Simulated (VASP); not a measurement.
# Ta (P6/mmm) in VASP: a series of runs

Ta is run at these levels: PBE; tasks: single point, relaxation of shape and atoms at fixed volume.

Program: VASP 6.6.1. These are calculated values, not measurements. Logs are shortened: lines on timing, memory, paths and dates and some standing lists are left out, and cuts for length are marked.

## Step 1: The cell of the first run

The structure is hexagonal, space group P6/mmm (No. 191). The conventional cell has a = 2.891 Å, b = 2.891 Å, c = 2.732 Å, α = 90.00°, β = 90.00°, γ = 120.00°. Ta (site symmetry 6/mmm) has 8 Ta at 2.73 to 2.89 Å within 3.6 Å.

## Step 2: Single point, PBE

File INCAR:

```
SYSTEM = Ta
PREC = Accurate ; ENCUT = 520
EDIFF = 1E-7 ; ISMEAR = -1
SIGMA = 0.05 ; LREAL = .FALSE.
LASPH = .TRUE. ; NELM = 60
ALGO = Normal ; ISIF = 2
LWAVE = .FALSE. ; LCHARG = .TRUE.
GGA = PE ; LELF = .TRUE.
LVHAR = .TRUE. ; NBANDS = 12
```

File KPOINTS:

```
regular mesh
0
G
  17 17 16
  0 0 0
```

File POSCAR:

```
Ta
1.0
    2.8910498964      0.0000000000      0.0000000000
   -1.4455249482      2.5037226539      0.0000000000
    0.0000000000      0.0000000000      2.7318675026
Ta
1
Direct
    0.0000000000      0.0000000000      0.0000000000
```

Potentials or basis: VASP PAW PBE potentials, release 64 (Ta_pv).

On the command line:

```sh
$ cat potpaw_PBE.64/Ta_pv/POTCAR > POTCAR
$ mpirun -np 1 vasp_std > vasp.out
```

OUTCAR:

```text
SYSTEM = Ta
   PREC = Accurate
   ENCUT = 520
   EDIFF = 1E-7
   ISMEAR = -1
   LREAL = .FALSE.
   LASPH = .TRUE.
   NELM = 60
   ISIF = 2
   GGA = PE

 ion  position               nearest neighbor table
   1  0.000  0.000  0.000-

  LATTYP: Found a hexagonal cell.
 ALAT       =     2.8910498964
 C/A-ratio  =     0.9449395896

  Lattice vectors:

 A1 = (   2.8910498964,   0.0000000000,   0.0000000000)
 A2 = (  -1.4455249482,   2.5037226539,   0.0000000000)
 A3 = (   0.0000000000,   0.0000000000,   2.7318675026)

Analysis of symmetry for initial positions (statically):
=====================================================================
 Subroutine PRICEL returns:
 Original cell was already a primitive cell.

 Routine SETGRP: Setting up the symmetry group for a
 hexagonal supercell.

 Subroutine GETGRP returns: Found 24 space group operations
 (whereof 24 operations were pure point group operations)
 out of a pool of 24 trial point group operations.

The static configuration has the point symmetry D_6h.

Analysis of symmetry for dynamics (positions and initial velocities):
=====================================================================
 Subroutine PRICEL returns:
 Original cell was already a primitive cell.

 Routine SETGRP: Setting up the symmetry group for a
 hexagonal supercell.

 Subroutine GETGRP returns: Found 24 space group operations
 (whereof 24 operations were pure point group operations)
 out of a pool of 24 trial point group operations.

The dynamic configuration has the point symmetry D_6h.

 Subroutine INISYM returns: Found 24 space group operations
 (whereof 24 operations are pure point group operations),
 and found     1 'primitive' translations

----------------------------------------------------------------------------------------

                                     Primitive cell

  volume of cell :      19.7743

  direct lattice vectors                    reciprocal lattice vectors
     2.891049896  0.000000000  0.000000000     0.345895102  0.199702630  0.000000000
    -1.445524948  2.503722654  0.000000000     0.000000000  0.399405261  0.000000000
     0.000000000  0.000000000  2.731867503     0.000000000  0.000000000  0.366049964

  length of vectors
     2.891049896  2.891049896  2.731867503     0.399405261  0.399405261  0.366049964

  position of ions in fractional coordinates (direct lattice)
     0.000000000  0.000000000  0.000000000

  ion indices of the primitive-cell ions
   primitive index   ion index
                 1           1

----------------------------------------------------------------------------------------

 KPOINTS: regular mesh

Automatic generation of k-mesh.
 Grid dimensions read from file:
 generate k-points for:   17   17   16

 Generating k-lattice:

  Cartesian coordinates                     Fractional coordinates (reciprocal lattice)
     0.020346771  0.011747214  0.000000000     0.058823529  0.000000000  0.000000000
     0.000000000  0.023494427  0.000000000     0.000000000  0.058823529  0.000000000
     0.000000000  0.000000000  0.022878123     0.000000000  0.000000000  0.062500000

  Length of vectors
     0.023494427  0.023494427  0.022878123

  Shift w.r.t. Gamma in fractional coordinates (k-lattice)
     0.000000000  0.000000000  0.000000000

 Subroutine IBZKPT returns following result:
 ===========================================

 Found    297 irreducible k-points:

 Following reciprocal coordinates:
            Coordinates               Weight
  0.000000  0.000000  0.000000      1.000000
  0.058824 -0.000000  0.000000      6.000000
  0.117647  0.000000  0.000000      6.000000
  0.176471 -0.000000  0.000000      6.000000
  0.235294  0.000000  0.000000      6.000000
  0.294118  0.000000  0.000000      6.000000
[... 16 lines left out ...]
  0.411765  0.117647  0.000000     12.000000
  0.176471  0.176471  0.000000      6.000000
 [... further k-points ...]
   k-points           NKPTS =    297   k-points in BZ     NKDIM =    297   number of bands    NBANDS=     12
   number of dos      NEDOS =    301   number of ions     NIONS =      1
   total plane-waves  NPLWV =  11520
   dimension x,y,z NGX =    24 NGY =   24 NGZ =   20
   dimension x,y,z NGXF=    48 NGYF=   48 NGZF=   40
   ions per type =               1
   NGX,Y,Z   is equivalent  to a cutoff of  13.80, 13.80, 12.17 a.u.
   NGXF,Y,Z  is equivalent  to a cutoff of  27.60, 27.60, 24.34 a.u.
 SYSTEM =  Ta
   PREC   = accura    normal or accurate (medium, high low for compatibility)
   ISTART =      0    job   : 0-new  1-cont  2-samecut
   ICHARG =      2    charge: 1-file 2-atom 10-const
   ISPIN  =      1    spin polarized calculation?
   LNONCOLLINEAR =      F non collinear calculations
   LSORBIT =      F    spin-orbit coupling
   LASPH  =      T    aspherical Exc in radial PAW
   ENCUT  =  520.0 eV  38.22 Ry    6.18 a.u.   5.38  5.38  5.08*2*pi/ulx,y,z
   NELM   =     60;   NELMIN=  2; NELMDL= -5     # of ELM steps
   EDIFF  = 0.1E-06   stopping-criterion for ELM
   LREAL  =      F    real-space projection
   EDIFFG = 0.1E-05   stopping-criterion for IOM
   NSW    =      0    number of steps for IOM
   IBRION =     -1    ionic relax: 0-MD 1-quasi-New 2-CG
   NFREE  =      0    steps in history (QN), initial steepest desc. (CG)
   ISIF   =      2    stress and relaxation
   ISYM   =      2    0-nonsym 1-usesym 2-fastsym
   POTIM  = 0.5000    time-step for ionic-motion
   TEBEG  =    0.0;   TEEND  =   0.0 temperature during run
   PSTRESS=    0.0 pullay stress
   NELECT =      11.0000    total number of electrons
   NUPDOWN=      -1.0000    fix difference up-down
   EMIN   =  10.00;   EMAX   =-10.00  energy-range for DOS
   EFERMI =   0.00;   METHOD = LEGACY
   ISMEAR =    -1;   SIGMA  =   0.05  broadening in eV -4-tet -1-fermi 0-gaus
   EFERMI_NEDOS =   21; number of points for ismear=-14 and -15
   IALGO  =     38    algorithm
   IMIX   =      4    mixing-type and parameters
     AMIX     =   0.40;   BMIX     =  1.00
     AMIX_MAG =   1.60;   BMIX_MAG =  1.00
  volume/ion in A,a.u.               =      19.77       133.44
  Fermi-wavevector in a.u.,A,eV,Ry     =   1.346393  2.544314 24.664297  1.812775
  Thomas-Fermi vector in A             =   2.474229
   LORBIT       =      0    0 simple, 1 ext, 2 COOP (PROOUT), +10 PAW based schemes
   GGA     = PE    functional components
   LHFCALC =     F    Hartree Fock is set to
   AEXX    =    0.0000 exact exchange contribution
   IVDW    =     0    specifies the selected vdW correction
   LEPSILON=     F    determine dielectric tensor
   LRPA    =     F    only Hartree local field effects (RPA)
 non-spin polarized calculation
  energy-cutoff  :      520.00
  volume of cell :       19.77
 maximum number of plane-waves:       550
 NGX is ok and might be reduce to    24
   NGX = 11   NGY = 11   NGZ = 11

 number of electron      11.0000003 magnetization

 Free energy of the ion-electron system (eV)
  ---------------------------------------------------
  ext. energy  EPLUGINS =         0.00000000
  ---------------------------------------------------
  free energy    TOTEN  =       -11.13135846 eV

  energy without entropy =      -11.12370324  energy(sigma->0) =      -11.12753085

 E-fermi :   5.1532     XC(G=0): -12.0807

 val. band max:        5.1529554628   @ k =   0.4706   0.0000   0.0625
 cond. band min:       5.1582777681   @ k =   0.1765   0.1176   0.5000
 fundamental gap:      0.0053223053
 Fermi energy:         5.1532488952

 k-point     1 :       0.0000    0.0000    0.0000
  band No.  band energies     occupation
      1     -28.5970      2.00000
      2     -28.5970      2.00000
      3     -28.5434      2.00000
      4      -2.7074      2.00000
      5       2.2185      2.00000
      6       5.6065      0.00023
      7       5.6065      0.00023
      8      11.1449      0.00000
      9      11.1449      0.00000
     10      17.6776      0.00000
     11      19.1793      0.00000
     12      19.2101      0.00000

 k-point     2 :       0.0588   -0.0000    0.0000
  band No.  band energies     occupation
      1     -28.6353      2.00000
      2     -28.6056      2.00000
      3     -28.5395      2.00000
      4      -2.5758      2.00000
      5       2.2771      2.00000
      6       5.4469      0.00561
      7       5.7336      0.00002
      8      10.9365      0.00000
      9      11.1154      0.00000
     10      18.0161      0.00000
     11      19.2096      0.00000
     12      19.5030      0.00000

 k-point     3 :       0.1176    0.0000    0.0000
  band No.  band energies     occupation
      1     -28.7438      2.00000
      2     -28.6301      2.00000
      3     -28.5281      2.00000
      4      -2.1963      2.00000
      5       2.4440      2.00000
      6       5.0426      1.80287
      7       6.1106      0.00000
      8      10.4070      0.00000
      9      11.0318      0.00000
     10      18.9230      0.00000
     11      19.2081      0.00000
     12      20.3670      0.00000
[... 286 lines left out ...]
 k-point    23 :       0.4118    0.1176    0.0000
  band No.  band energies     occupation
      1     -29.6003      2.00000
      2     -28.9332      2.00000
      3     -28.4217      2.00000
      4       1.1691      2.00000
      5       3.0550      2.00000
      6       5.1645      0.88830
      7       7.5956      0.00000
      8       9.9554      0.00000
      9      11.7783      0.00000
     10      14.1421      0.00000
     11      16.6494      0.00000
     12      19.2148      0.00000

 k-point    24 :       0.1765    0.1765    0.0000
  band No.  band energies     occupation
      1     -29.2662      2.00000
      2     -28.8330      2.00000
      3     -28.4631      2.00000
      4       0.1386      2.00000
      5       3.4225      2.00000
      6       3.4717      2.00000
      7       8.5211      0.00000
      8       8.9975      0.00000
      9      10.2825      0.00000
     10      16.9168      0.00000
     11      18.8035      0.00000
     12      19.2183      0.00000

 [... further k-points ...]
[... 5 lines left out ...]
  --------------------------------------------------------------------------------------
  -------------------------------------------------------------------------------------
  Total        0.0090822      0.0090822      0.0180444      0.0000000      0.0000000      0.0000000
  in kB        0.7358695      0.7358695      1.4620114      0.0000000      0.0000000      0.0000000
  external PRESSURE =       0.9779168 kB  Pullay stress =       0.0000000 kB

 VOLUME and BASIS-vectors are now :
 -----------------------------------------------------------------------------
  energy-cutoff  :      520.00
  volume of cell :       19.77
      direct lattice vectors                 reciprocal lattice vectors
     2.891049896  0.000000000  0.000000000     0.345895102  0.199702630  0.000000000
    -1.445524948  2.503722654  0.000000000     0.000000000  0.399405261  0.000000000
     0.000000000  0.000000000  2.731867503     0.000000000  0.000000000  0.366049964

 POSITION                                       TOTAL-FORCE (eV/Angst)
 -----------------------------------------------------------------------------------
      0.00000      0.00000      0.00000         0.000000      0.000000      0.000000
 -----------------------------------------------------------------------------------
    total drift:                                0.000000      0.000000      0.000000

  FREE ENERGIE OF THE ION-ELECTRON SYSTEM (eV)
  ---------------------------------------------------
  free  energy   TOTEN  =       -11.1313584580 eV

  energy  without entropy=      -11.1237032431  energy(sigma->0) =      -11.12753085
```

Wall time 16 s (1 thread of Intel Xeon 6975P-C (Granite Rapids), shared host); peak memory 0.18 GiB.

Results:

| Item | Value |
| --- | --- |
| Free energy | -11.1314 eV |
| Pressure | 0.1 GPa |

Caveat: spin-orbit coupling is left out, which moves the levels of the heavy elements.

## Step 3: Relaxation of shape and atoms at fixed volume, PBE

This run uses another cell than the first one, of 7.91 Å³/atom, 0.400 times its volume.

File INCAR:

```
PREC     = Accurate       # precision mode
ENCUT    = 600            # plane-wave cutoff, eV
EDIFF    = 1E-6           # SCF threshold, eV
ISMEAR   = -1             # smearing method
SIGMA    = 0.05           # smearing width, eV
LREAL    = F              # projectors in reciprocal space
LASPH    = T              # aspherical terms in the spheres
NELM     = 80             # most SCF steps
ALGO     = Normal         # electronic algorithm
ISIF     = 4              # what is computed and relaxed
LWAVE    = F              # write WAVECAR
LCHARG   = F              # write CHGCAR
GGA      = PE             # functional
IBRION   = 2              # ionic algorithm
NSW      = 50             # ionic steps
EDIFFG   = -0.005         # ionic threshold
```

File KPOINTS:

```
Automatic mesh
0
Gamma
  17 17 16
```

File POSCAR:

```
Ta
1.0
    2.1301437765      0.0000000000      0.0000000000
   -1.0650718882      1.8447586242      0.0000000000
    0.0000000000      0.0000000000      2.0128571860
Ta
1
Direct
    0.0000000000      0.0000000000      0.0000000000
```

Potentials or basis: VASP PAW PBE potentials, release 64 (Ta_pv).

On the command line:

```sh
$ cat potpaw_PBE.64/Ta_pv/POTCAR > POTCAR
$ mpirun -np 1 vasp_std > vasp.out
```

OUTCAR:

```text
PREC = Accurate
   ENCUT = 600
   EDIFF = 1E-6
   ISMEAR = -1
   LREAL = F
   LASPH = T
   NELM = 80
   ISIF = 4
   GGA = PE
   IBRION = 2
   NSW = 50
   EDIFFG = -0.005

 ion  position               nearest neighbor table
   1  0.000  0.000  0.000-

  LATTYP: Found a hexagonal cell.
 ALAT       =     2.1301437765
 C/A-ratio  =     0.9449395896

  Lattice vectors:

 A1 = (   2.1301437765,   0.0000000000,   0.0000000000)
 A2 = (  -1.0650718882,   1.8447586242,   0.0000000000)
 A3 = (   0.0000000000,   0.0000000000,   2.0128571860)

Analysis of symmetry for initial positions (statically):
=====================================================================
 Subroutine PRICEL returns:
 Original cell was already a primitive cell.

 Routine SETGRP: Setting up the symmetry group for a
 hexagonal supercell.

 Subroutine GETGRP returns: Found 24 space group operations
 (whereof 24 operations were pure point group operations)
 out of a pool of 24 trial point group operations.

The static configuration has the point symmetry D_6h.

Analysis of symmetry for dynamics (positions and initial velocities):
=====================================================================
 Subroutine PRICEL returns:
 Original cell was already a primitive cell.

 Routine SETGRP: Setting up the symmetry group for a
 hexagonal supercell.

 Subroutine GETGRP returns: Found 24 space group operations
 (whereof 24 operations were pure point group operations)
 out of a pool of 24 trial point group operations.

The dynamic configuration has the point symmetry D_6h.

 Subroutine INISYM returns: Found 24 space group operations
 (whereof 24 operations are pure point group operations),
 and found     1 'primitive' translations

----------------------------------------------------------------------------------------

[... 119 lines left out ...]
   LEPSILON=     F    determine dielectric tensor
   LRPA    =     F    only Hartree local field effects (RPA)
 conjugate gradient relaxation of ions
 non-spin polarized calculation
  energy-cutoff  :      600.00
  volume of cell :        7.91
 maximum number of plane-waves:       284
 NGX is ok and might be reduce to    18
   NGX =  9   NGY =  9   NGZ =  9

--------------------------------------- Ionic step        1  -------------------------------------------

 number of electron      10.9999998 magnetization

 Free energy of the ion-electron system (eV)
  ---------------------------------------------------
  ext. energy  EPLUGINS =         0.00000000
  ---------------------------------------------------
  free energy    TOTEN  =         4.32111068 eV

  energy without entropy =        4.32544503  energy(sigma->0) =        4.32327785

------------------------ aborting loop because EDIFF is reached ----------------------------------------

  FORCE on cell =-STRESS in cart. coord.  units (eV):
  Direction    XX          YY          ZZ          XY          YZ          ZX
  --------------------------------------------------------------------------------------
  -------------------------------------------------------------------------------------
  Total       46.0172550     46.0172550     44.9411891      0.0000000     -0.0000000      0.0000000
  in kB     9321.1578271   9321.1578275   9103.1922035      0.0000003     -0.0000000      0.0000000
  external PRESSURE =    9248.5026194 kB  Pullay stress =       0.0000000 kB
[... 92 lines left out ...]
--------------------------------------- Ionic step        4  -------------------------------------------

 number of electron      10.9999997 magnetization

 Free energy of the ion-electron system (eV)
  ---------------------------------------------------
  ext. energy  EPLUGINS =         0.00000000
  ---------------------------------------------------
  free energy    TOTEN  =         4.31948561 eV

  energy without entropy =        4.32358329  energy(sigma->0) =        4.32153445

 E-fermi :  15.5932     XC(G=0): -17.4104

 val. band max:       15.5817635663   @ k =   0.2353   0.1176   0.0625
 cond. band min:      15.6029270958   @ k =   0.1176   0.0588   0.4375
 fundamental gap:      0.0211635295
 Fermi energy:        15.5932271301

 k-point     1 :       0.0000    0.0000    0.0000
  band No.  band energies     occupation
      1     -15.5279      2.00000
      2     -15.2973      2.00000
      3     -15.2973      2.00000
      4       5.7136      2.00000
      5       6.5082      2.00000
      6      13.7370      2.00000
      7      13.7370      2.00000
      8      30.7287      0.00000
      9      30.9500      0.00000
[... 265 lines left out ...]
 k-point    24 :       0.1765    0.1765    0.0000
  band No.  band energies     occupation
      1     -23.0983      2.00000
      2     -18.5323      2.00000
      3     -14.3770      2.00000
      4       8.9179      2.00000
      5      10.0558      2.00000
      6      13.4745      2.00000
      7      22.1844      0.00000
      8      25.6129      0.00000
      9      28.1722      0.00000

 [... further k-points ...]
[... 5 lines left out ...]
  --------------------------------------------------------------------------------------
  -------------------------------------------------------------------------------------
  Total       45.6754837     45.6754837     45.6798584      0.0000000      0.0000000      0.0000000
  in kB     9251.9293563   9251.9293568   9252.8154886      0.0000003      0.0000000      0.0000000
  external PRESSURE =    9252.2247339 kB  Pullay stress =       0.0000000 kB
[... 16 lines left out ...]
  FREE ENERGIE OF THE ION-ELECTRON SYSTEM (eV)
  ---------------------------------------------------
  free  energy   TOTEN  =         4.3194856128 eV

  energy  without entropy=        4.3235832921  energy(sigma->0) =        4.32153445

 reached required accuracy - stopping structural energy minimisation
```

OSZICAR:

```text
N       E                     dE             d eps       ncg     rms          rms(c)
DAV:   1     0.647719706254E+02    0.64772E+02   -0.74908E+03  5378   0.150E+03
DAV:   2     0.425196912420E+01   -0.60520E+02   -0.58694E+02  6139   0.303E+02
DAV:   3     0.372246830908E+01   -0.52950E+00   -0.51859E+00  6043   0.262E+01
DAV:   4     0.372144381785E+01   -0.10245E-02   -0.10235E-02  6726   0.944E-01
[... 24 lines left out ...]
       N       E                     dE             d eps       ncg     rms          rms(c)
DAV:   1     0.431947026068E+01   -0.27329E-04   -0.49105E-04  5573   0.242E-01    0.249E-02
DAV:   2     0.431948221827E+01    0.11958E-04   -0.11845E-05  5783   0.404E-02    0.128E-02
DAV:   3     0.431948566017E+01    0.34419E-05   -0.74404E-06  6322   0.262E-02    0.454E-03
DAV:   4     0.431948561281E+01   -0.47365E-07   -0.56879E-08  2726   0.329E-03
   4 F= 0.43194856E+01 E0= 0.43215345E+01  d E =-.162506E-02
```

CONTCAR:

```text
Ta
   1.00000000000000
     2.1332214064145236    0.0000000000106862    0.0000000000000000
    -1.0666107031479350    1.8474239298980837   -0.0000000000000000
     0.0000000000000000   -0.0000000000000000    2.0070534182326112
  Ta
     1
Direct
     1.0000000000000000    0.0000000000000000    0.0000000000000000

  0.00000000E+00  0.00000000E+00  0.00000000E+00
```

Run time: 20 s. Hardware: 1 thread of Intel Xeon 6975P-C (Granite Rapids), shared host; peak memory 0.14 GiB.

The run converged, but its numbers aren't listed here, since they failed a check.

Caveat: spin-orbit coupling is left out, which moves the levels of the heavy elements.

(Continued in part 2 of 2.)
